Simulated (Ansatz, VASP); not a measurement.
**One calculation of Hf, two programs**

```xyz
2
Lattice="3.1967 0.0000 0.0000 -1.5983 2.7684 0.0000 0.0000 0.0000 5.0578" Properties=species:S:1:pos:R:3 pbc="T T T"
Hf    0.0000    1.8456    1.2645
Hf    1.5983    0.9228    3.7934
```

Alike in both runs: task single point; functional LDA; k mesh 6 × 6 × 4; occupations gaussian, width 0.1 eV; no spin polarisation.

|  | VASP | Ansatz |
| --- | --- | --- |
| version | VASP 6.6.1 | Ansatz 0.2.0 |
| potentials or method | VASP PAW LDA potentials, release 64 (Hf_pv), cutoff 500 eV | scalar-relativistic, plane waves, PAW |
| valence electrons in the cell | 20 | 52 |

|  | VASP | Ansatz | Ansatz less VASP |
| --- | --- | --- | --- |
| gap on the k mesh at the Fermi level (eV) | none | none | - |
| pressure (GPa) | -7.6 | -7.6 | +0.02 |
| traceless stress, the component that is largest in VASP (GPa) | 0.27 | 0.33 | +0.059 |

LDA's correlation is that of Perdew and Zunger in VASP and of Perdew and Wang (1992) in Ansatz. A gap of «none» marks a metal or a gap that the smearing closes. VASP's potentials hold 20 valence electrons a cell and Ansatz's 52, so a difference there can come from the potentials and not from the codes.

The k mesh is coarse, so the values compare programs but aren't converged. Spin-orbit coupling is off throughout.
